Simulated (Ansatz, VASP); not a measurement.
**Sc2GaN2: VASP beside Ansatz**

INCAR

```
SYSTEM = Sc2GaN2
PREC = Accurate
ENCUT = 600
EDIFF = 1E-6
ISMEAR = 0
SIGMA = 0.1
LREAL = .FALSE.
LASPH = .TRUE.
NELM = 100
ALGO = Normal
ISIF = 3
LWAVE = .FALSE.
LCHARG = .FALSE.
GGA = PE
IBRION = 2
NSW = 90
EDIFFG = -0.04
```

The input KPOINTS:

```
regular mesh
0
G
  6 6 4
  0 0 0
```

The input POSCAR:

```
Sc2GaN2
1.0
    3.9916899900      0.0000000000      0.0000000000
   -1.9958449900      3.4569049300      0.0000000000
    0.0000000000      0.0000000000      5.6341397300
Sc Ga N
2 1 2
Direct
    0.3333333300      0.6666666700      0.0000000000
    0.0000000000      0.0000000000      0.0000000000
    0.6666666700      0.3333333300      0.5000000000
    0.6666666700      0.3333333300      0.0000000000
    0.3333333300      0.6666666700      0.5000000000
```

Input for Ansatz:

```yaml
crystal:
  lattice:
    - [3.99168999, 0.0, 0.0]
    - [-1.99584499, 3.45690493, 0.0]
    - [0.0, 0.0, 5.63413973]
  atoms:
    - { symbol: Sc, position: [0.33333333, 0.66666667, 0.0] }
    - { symbol: Sc, position: [0.0, 0.0, 0.0] }
    - { symbol: Ga, position: [0.66666667, 0.33333333, 0.5] }
    - { symbol: "N", position: [0.66666667, 0.33333333, 0.0] }
    - { symbol: "N", position: [0.33333333, 0.66666667, 0.5] }
basis:
  ecutwfc: 420
kpoints:
  mp_grid: { grid: [6, 6, 4] }
hamiltonian:
  xc: pbe
scf:
  occupations: { method: gaussian, width: 0.1 }
  lower_state_search: "off"
output:
  forces: true
  stress: true
  eigenvalues: true
relax:
  adjacent_minimum: "off"
  f_tol: 0.04
  max_steps: 70
  cell: { stress_tol: 0.4 }
```

Alike in both runs: task relaxation of cell and atoms; functional PBE; k mesh 6 × 6 × 4; occupations gaussian, width 0.1 eV; no spin polarisation.

```csv
,VASP,Ansatz
version,VASP 6.6.1,Ansatz 0.2.0
potentials or method,"VASP PAW PBE potentials, release 64 (Sc_sv, Ga_d, N), cutoff 600 eV","scalar-relativistic, plane waves, PAW"
valence electrons in the cell,45,45
```

|  | VASP | Ansatz | Ansatz less VASP |
| --- | --- | --- | --- |
| gap on the k mesh at the Fermi level, each at its own relaxed structure (eV) | none | none | - |
| relaxed volume (Å³/atom) | 14.05 | 14.00 | -0.050 |
| relaxed cell length with the largest relative difference (Å) | 4.275 | 4.268 | -0.0064 |

A gap of «none» marks a metal or a gap that the smearing closes.
